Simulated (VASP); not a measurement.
# Pt (P1) in VASP: single point with PBEsol

Aim: the single point of Pt with PBEsol.

Program: VASP 6.6.1. These are calculated values, not measurements. Logs are shortened: lines on timing, memory, paths and dates and some standing lists are left out, and cuts for length are marked.

## (1) The cell of the first run

The typed cell holds 8 atoms: a = 5.435 Å, b = 5.464 Å, c = 5.655 Å, α = 106.50°, β = 104.60°, γ = 118.55°.

## (2) Single point, PBEsol (atoms moved at random and the cell strained at random)

Contents of INCAR:

```
SYSTEM = Pt
PREC = Accurate ; ENCUT = 520
EDIFF = 1E-7 ; ISMEAR = 0
SIGMA = 0.15 ; LREAL = .False.
LASPH = .True. ; NELM = 60
ALGO = Fast ; ISIF = 2
LWAVE = .False. ; LCHARG = .False.
GGA = PS ; NBANDS = 50
```

Contents of KPOINTS:

```
Automatic mesh
0
Gamma
  8 8 8
  0 0 0
```

Contents of POSCAR:

```
Pt
1.0
   -2.7698484341      0.0069926609      4.6764071705
   -2.7975245420      0.0983277466     -4.6924312205
    2.8748966365     -4.8688784709      0.0538088687
Pt
8
Direct
    0.4979182983      0.7755791181      0.3085153581
    0.5756841861      0.8185718619      0.8443830609
    0.0499705924      0.3003697424      0.3661369115
    0.0662292813      0.2705559605      0.8202744779
    0.4525725380      0.2110165433      0.1519702874
    0.4835116701      0.2227319186      0.6798569025
    0.9061067671      0.7042629705      0.1871884277
    0.9680066666      0.6969118847      0.6416745739
```

Potentials or basis: VASP PAW PBE potentials, release 64 (Pt).

Started as:

```
> cat potpaw_PBE.64/Pt/POTCAR > POTCAR
> mpirun -np 1 vasp_std > vasp.out
```

OUTCAR:

```text
SYSTEM = Pt
   PREC = Accurate
   ENCUT = 520
   EDIFF = 1E-7
   ISMEAR = 0
   LREAL = .False.
   LASPH = .True.
   NELM = 60
   ISIF = 2
   GGA = PS

 ion  position               nearest neighbor table
   1  0.498  0.776  0.309-   4 2.64   7 2.64   3 2.76   6 2.78   2 2.82   5 2.82   3 2.84   5 2.86
                             2 2.88   4 2.88   7 2.92   8 3.06
   2  0.576  0.819  0.844-   4 2.70   7 2.72   3 2.74   3 2.75   5 2.81   1 2.82   6 2.83   6 2.86
                             8 2.87   1 2.88   4 2.88   8 2.91
   3  0.050  0.300  0.366-   8 2.58   4 2.60   2 2.74   7 2.75   2 2.75   1 2.76   1 2.84   6 2.86
                             5 2.90   5 2.92   7 3.00   4 3.07
   4  0.066  0.271  0.820-   3 2.60   1 2.64   5 2.65   6 2.68   2 2.70   8 2.73   1 2.88   2 2.88
                             6 2.92   8 3.00   3 3.07   7 3.28
   5  0.453  0.211  0.152-   7 2.54   4 2.65   8 2.71   6 2.73   8 2.77   2 2.81   1 2.82   1 2.86
                             3 2.90   3 2.92   6 2.93   7 3.05
   6  0.484  0.223  0.680-   7 2.65   4 2.68   5 2.73   1 2.78   8 2.79   8 2.79   2 2.83   3 2.86
                             2 2.86   7 2.87   4 2.92   5 2.93
   7  0.906  0.704  0.187-   8 2.52   5 2.54   1 2.64   6 2.65   2 2.72   3 2.75   6 2.87   1 2.92
                             3 3.00   5 3.05   8 3.18   4 3.28
   8  0.968  0.697  0.642-   7 2.52   3 2.58   5 2.71   4 2.73   5 2.77   6 2.79   6 2.79   2 2.87
                             2 2.91   4 3.00   1 3.06   7 3.18

  LATTYP: Found a triclinic cell.
 ALAT       =     8.6420780182
 B/A-ratio  =     1.0972901144
 C/A-ratio  =     1.0841518026
 COS(alpha) =     0.0045103202
 COS(beta)  =     0.5489629569
 COS(gamma) =     0.8221647263

  Lattice vectors:

 A1 = (   5.4623247737,   4.7565654025,  -4.7141919892)
 A2 = (   8.2598493157,   4.6582376559,  -0.0217607687)
 A3 = (  -0.0276761079,   0.0913350857,  -9.3688383910)

Analysis of symmetry for initial positions (statically):
=====================================================================
 Subroutine PRICEL returns:
 Original cell was already a primitive cell.

 Routine SETGRP: Setting up the symmetry group for a
 triclinic supercell.

 Subroutine GETGRP returns: Found  1 space group operations
 (whereof  1 operations were pure point group operations)
 out of a pool of  2 trial point group operations.

The static configuration has the point symmetry C_1 .

Analysis of symmetry for dynamics (positions and initial velocities):
=====================================================================
 Subroutine PRICEL returns:
 Original cell was already a primitive cell.

 Routine SETGRP: Setting up the symmetry group for a
 triclinic supercell.

 Subroutine GETGRP returns: Found  1 space group operations
 (whereof  1 operations were pure point group operations)
 out of a pool of  2 trial point group operations.

The dynamic configuration has the point symmetry C_1 .

 Subroutine INISYM returns: Found  1 space group operations
 (whereof  1 operations are pure point group operations),
 and found     1 'primitive' translations

----------------------------------------------------------------------------------------

                                     Primitive cell

  volume of cell :     125.5490

  direct lattice vectors                    reciprocal lattice vectors
    -2.769848434  0.006992661  4.676407171    -0.181933704 -0.106251168  0.106238438
    -2.797524542  0.098327747 -4.692431220    -0.181357419 -0.108270353 -0.107256585
     2.874896636 -4.868878471  0.053808869    -0.003923833 -0.207725242 -0.002013484

  length of vectors
     5.435153472  5.463947535  5.654547164     0.235957176  0.236890181  0.207772055

  position of ions in fractional coordinates (direct lattice)
     0.497918298  0.775579118  0.308515358
     0.575684186  0.818571862  0.844383061
     0.049970592  0.300369742  0.366136911
     0.066229281  0.270555960  0.820274478
     0.452572538  0.211016543  0.151970287
     0.483511670  0.222731919  0.679856902
     0.906106767  0.704262970  0.187188428
     0.968006667  0.696911885  0.641674574

  ion indices of the primitive-cell ions
   primitive index   ion index
                 1           1
                 2           2
                 3           3
                 4           4
                 5           5
                 6           6
                 7           7
                 8           8

----------------------------------------------------------------------------------------

 KPOINTS: Automatic mesh

Automatic generation of k-mesh.
 Grid dimensions read from file:
 generate k-points for:    8    8    8

 Generating k-lattice:

  Cartesian coordinates                     Fractional coordinates (reciprocal lattice)
    -0.022741713 -0.013281396  0.013279805     0.125000000 -0.000000000 -0.000000000
    -0.022669677 -0.013533794 -0.013407073    -0.000000000  0.125000000 -0.000000000
    -0.000490479 -0.025965655 -0.000251686     0.000000000  0.000000000  0.125000000

  Length of vectors
     0.029494647  0.029611273  0.025971507

  Shift w.r.t. Gamma in fractional coordinates (k-lattice)
     0.000000000  0.000000000  0.000000000

 Subroutine IBZKPT returns following result:
 ===========================================

 Found    260 irreducible k-points:

 Following reciprocal coordinates:
            Coordinates               Weight
  0.000000  0.000000  0.000000      1.000000
  0.125000 -0.000000  0.000000      2.000000
  0.250000 -0.000000  0.000000      2.000000
  0.375000  0.000000  0.000000      2.000000
  0.500000 -0.000000  0.000000      1.000000
  0.000000  0.125000 -0.000000      2.000000
[... 16 lines left out ...]
  0.125000  0.375000 -0.000000      2.000000
  0.250000  0.375000 -0.000000      2.000000
 [... further k-points ...]
   k-points           NKPTS =    260   k-points in BZ     NKDIM =    260   number of bands    NBANDS=     50
   number of dos      NEDOS =    301   number of ions     NIONS =      8
   total plane-waves  NPLWV =  70560
   dimension x,y,z NGX =    40 NGY =   42 NGZ =   42
   dimension x,y,z NGXF=    80 NGYF=   84 NGZF=   84
   ions per type =               8
   NGX,Y,Z   is equivalent  to a cutoff of  12.23, 12.78, 12.35 a.u.
   NGXF,Y,Z  is equivalent  to a cutoff of  24.47, 25.56, 24.70 a.u.
 SYSTEM =  Pt
   PREC   = accura    normal or accurate (medium, high low for compatibility)
   ISTART =      0    job   : 0-new  1-cont  2-samecut
   ICHARG =      2    charge: 1-file 2-atom 10-const
   ISPIN  =      1    spin polarized calculation?
   LNONCOLLINEAR =      F non collinear calculations
   LSORBIT =      F    spin-orbit coupling
   LASPH  =      T    aspherical Exc in radial PAW
   ENCUT  =  520.0 eV  38.22 Ry    6.18 a.u.  10.11 10.16 10.51*2*pi/ulx,y,z
   NELM   =     60;   NELMIN=  2; NELMDL= -5     # of ELM steps
   EDIFF  = 0.1E-06   stopping-criterion for ELM
   LREAL  =      F    real-space projection
   EDIFFG = 0.1E-05   stopping-criterion for IOM
   NSW    =      0    number of steps for IOM
   IBRION =     -1    ionic relax: 0-MD 1-quasi-New 2-CG
   NFREE  =      0    steps in history (QN), initial steepest desc. (CG)
   ISIF   =      2    stress and relaxation
   ISYM   =      2    0-nonsym 1-usesym 2-fastsym
   POTIM  = 0.5000    time-step for ionic-motion
   TEBEG  =    0.0;   TEEND  =   0.0 temperature during run
   PSTRESS=    0.0 pullay stress
   NELECT =      80.0000    total number of electrons
   NUPDOWN=      -1.0000    fix difference up-down
   EMIN   =  10.00;   EMAX   =-10.00  energy-range for DOS
   EFERMI =   0.00;   METHOD = LEGACY
   ISMEAR =     0;   SIGMA  =   0.15  broadening in eV -4-tet -1-fermi 0-gaus
   EFERMI_NEDOS =   21; number of points for ismear=-14 and -15
   IALGO  =     68    algorithm
   IMIX   =      4    mixing-type and parameters
     AMIX     =   0.40;   BMIX     =  1.00
     AMIX_MAG =   1.60;   BMIX_MAG =  1.00
  volume/ion in A,a.u.               =      15.69       105.91
  Fermi-wavevector in a.u.,A,eV,Ry     =   1.408750  2.662151 27.001786  1.984575
  Thomas-Fermi vector in A             =   2.530876
   LORBIT       =      0    0 simple, 1 ext, 2 COOP (PROOUT), +10 PAW based schemes
   GGA     = PS    functional components
   LHFCALC =     F    Hartree Fock is set to
   AEXX    =    0.0000 exact exchange contribution
   IVDW    =     0    specifies the selected vdW correction
   LEPSILON=     F    determine dielectric tensor
   LRPA    =     F    only Hartree local field effects (RPA)
 non-spin polarized calculation
 RMM-DIIS sequential band-by-band and
 Gauss-broadening in eV      SIGMA  =   0.15
  energy-cutoff  :      520.00
  volume of cell :      125.55
 maximum number of plane-waves:      3405
   NGX = 21   NGY = 21   NGZ = 21

 number of electron      80.0000001 magnetization

 Free energy of the ion-electron system (eV)
  ---------------------------------------------------
  ext. energy  EPLUGINS =         0.00000000
  ---------------------------------------------------
  free energy    TOTEN  =       -54.09162156 eV

  energy without entropy =      -53.91239941  energy(sigma->0) =      -54.00201048

 E-fermi :  10.3819     XC(G=0): -13.3651

 val. band max:       10.3817194635   @ k =   0.3750   0.2500   0.5000
 cond. band min:      10.3829380728   @ k =   0.0000  -0.3750   0.1250
 fundamental gap:      0.0012186093
 Fermi energy:        10.3819008081

 k-point     1 :       0.0000    0.0000    0.0000
  band No.  band energies     occupation
      1       0.4642      2.00000
      2       3.2632      2.00000
      3       3.4717      2.00000
      4       3.5984      2.00000
      5       3.8037      2.00000
      6       3.8828      2.00000
[... 42 lines left out ...]
     49      15.1866      0.00000
     50      16.0347      0.00000

 k-point     2 :       0.1250   -0.0000    0.0000
  band No.  band energies     occupation
      1       0.6404      2.00000
      2       3.3719      2.00000
      3       3.5207      2.00000
      4       3.6323      2.00000
      5       3.8733      2.00000
      6       3.9702      2.00000
[... 42 lines left out ...]
     49      15.4512      0.00000
     50      16.2076      0.00000

 k-point     3 :       0.2500   -0.0000    0.0000
  band No.  band energies     occupation
      1       1.1505      2.00000
      2       3.5196      2.00000
      3       3.7073      2.00000
      4       3.8574      2.00000
      5       4.0462      2.00000
      6       4.1499      2.00000
[... 42 lines left out ...]
     49      16.2524      0.00000
     50      16.6665      0.00000

 k-point     4 :       0.3750    0.0000    0.0000
  band No.  band energies     occupation
      1       1.9247      2.00000
      2       3.3848      2.00000
      3       4.0762      2.00000
      4       4.2293      2.00000
      5       4.3299      2.00000
      6       4.4241      2.00000
[... 999 lines left out ...]
 k-point    23 :       0.1250    0.3750   -0.0000
  band No.  band energies     occupation
      1       2.5458      2.00000
      2       3.2757      2.00000
      3       4.1030      2.00000
      4       4.3829      2.00000
      5       4.5149      2.00000
      6       4.5811      2.00000
[... 42 lines left out ...]
     49      17.1286      0.00000
     50      17.4044      0.00000

 k-point    24 :       0.2500    0.3750   -0.0000
  band No.  band energies     occupation
      1       3.0207      2.00000
      2       3.1908      2.00000
      3       3.6165      2.00000
      4       4.1836      2.00000
      5       4.3359      2.00000
      6       4.4218      2.00000
[... 42 lines left out ...]
     49      17.1916      0.00000
     50      17.3270      0.00000

 [... further k-points ...]

------------------------ aborting loop because EDIFF is reached ----------------------------------------

  FORCE on cell =-STRESS in cart. coord.  units (eV):
  Direction    XX          YY          ZZ          XY          YZ          ZX
  --------------------------------------------------------------------------------------
  -------------------------------------------------------------------------------------
  Total       -3.9001651     -1.0234856     -1.5582753     -0.0221067      0.8725687      0.7081428
  in kB      -49.7714703    -13.0610840    -19.8857358     -0.2821122     11.1351769      9.0368764
  external PRESSURE =     -27.5727633 kB  Pullay stress =       0.0000000 kB

 VOLUME and BASIS-vectors are now :
 -----------------------------------------------------------------------------
  energy-cutoff  :      520.00
  volume of cell :      125.55
      direct lattice vectors                 reciprocal lattice vectors
    -2.769848434  0.006992661  4.676407171    -0.181933704 -0.106251168  0.106238438
    -2.797524542  0.098327747 -4.692431220    -0.181357419 -0.108270353 -0.107256585
     2.874896636 -4.868878471  0.053808869    -0.003923833 -0.207725242 -0.002013484

 POSITION                                       TOTAL-FORCE (eV/Angst)
 -----------------------------------------------------------------------------------
     -2.66191     -1.42238     -1.29428         0.016034     -0.795042     -0.854577
     -1.45702     -4.02668     -1.10352         0.077707      0.266387      0.025535
      0.07390     -1.75279     -1.15608        -0.462406      1.251134      0.410811
      1.41787     -3.96675     -0.91571         0.710010     -0.103774     -1.487501
     -1.40698     -0.71601      1.13441         1.945380     -0.643403      0.551101
     -0.00783     -3.28486      1.25253        -0.467569      0.892749      0.672914
     -3.94182     -0.83581      0.94269        -2.681483      0.902672      1.091018
     -2.78611     -3.04894      1.29111         0.862327     -1.770722     -0.409301
 -----------------------------------------------------------------------------------
    total drift:                               -0.000011      0.000056      0.000017

  FREE ENERGIE OF THE ION-ELECTRON SYSTEM (eV)
  ---------------------------------------------------
  free  energy   TOTEN  =       -54.0916215558 eV

  energy  without entropy=      -53.9123994084  energy(sigma->0) =      -54.00201048
```

It took 32 min on 1 thread of Oxide Virtual Turin-like, shared host; peak memory 1 GiB.

What came out:

| Property | Result |
| --- | --- |
| Free energy | -54.0916 eV |
| Pressure | -2.8 GPa |
| Largest force | 3.032 eV/Å |
| Band gap on the k mesh | zero (bands 40 and 41 overlap by 0.48 eV) |

Forces on the atoms (eV/Å):
```
Pt   0.016 -0.795 -0.855
Pt   0.078  0.266  0.026
Pt  -0.462  1.251  0.411
Pt   0.710 -0.104 -1.488
Pt   1.945 -0.643  0.551
Pt  -0.468  0.893  0.673
Pt  -2.681  0.903  1.091
Pt   0.862 -1.771 -0.409
```

Caveat: the cell differs from its parent crystal (atoms moved at random and the cell strained at random); the PAW data sets were made with another functional, which shifts forces and pressure a little; spin-orbit coupling is left out, which moves the levels of the heavy elements.
